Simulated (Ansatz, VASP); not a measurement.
One calculation of AlN, two programs

```
Al N
1.0
     0.00000    2.18399    2.18399
     2.18399    0.00000    2.18399
     2.18399    2.18399    0.00000
Al N
1 1
Cartesian
  0.0000 0.0000 0.0000
  1.0920 1.0920 1.0920
```

Alike in both runs: task single point; functional PBEsol; k mesh 10 × 10 × 10; no spin polarisation.

|  | VASP | Ansatz |
| --- | --- | --- |
| version | VASP 6.6.1 | Ansatz 0.2.0 |
| potentials or method | VASP PAW PBE potentials, release 64 (Al, N), cutoff 600 eV | all-electron LAPW, scalar-relativistic |
| occupations | gaussian, width 0.01 eV | fixed |

|  | VASP | Ansatz | Ansatz less VASP |
| --- | --- | --- | --- |
| gap on the k mesh at the Fermi level (eV) | 3.19 | 3.19 | +0.003 |
| pressure (GPa) | 1.2 | 1.2 | 0.00 |

VASP's potentials were made for PBE, not for PBEsol. Ansatz ran all-electron here, and VASP with PAW potentials.
